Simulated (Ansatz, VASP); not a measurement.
BAs in VASP and in Ansatz

```
B As
1.0
     0.00000    2.41239    2.38850
     2.41239    0.00000    2.38850
     2.41239    2.41239    0.00000
B As
1 1
Direct
  0.00000 0.00000 0.00000
  0.75000 0.75000 0.75000
```

Change from the starting cell: equal xx and yy strain of +1 %, PAW files.

Alike in both runs: task electric field gradients; functional LDA; k mesh 13 × 13 × 13; occupations fermi-dirac, width 0.05 eV; no spin polarisation.

|  | VASP | Ansatz |
| --- | --- | --- |
| version | VASP 6.6.1 | Ansatz 0.2.0 |
| potentials or method | VASP PAW LDA potentials, release 64 (B, As) | PAW with Ansatz's default frozen-core files, scalar-relativistic |
| plane-wave cutoff (eV) | 520 | 420 |
| valence electrons in the cell | 8 | 18 |

VASP gave:

| Item | Value |
| --- | --- |
| pressure (GPa) | -5.7 |
| traceless stress, the component that is largest in VASP (GPa) | 1.33 |
| size of Vzz on the site where it differs most (V/Å²) | 1.3 |

Q: Estimate Ansatz's values.

A: Pressure (GPa): -6.4; traceless stress, the component that is largest in VASP (GPa): 1.34; size of Vzz on the site where it differs most (V/Å²): 1.2.

LDA's correlation is that of Perdew and Zunger in VASP and of Perdew and Wang (1992) in Ansatz. VASP's potentials hold 8 valence electrons a cell and Ansatz's 18, so a difference there can come from the potentials and not from the codes.
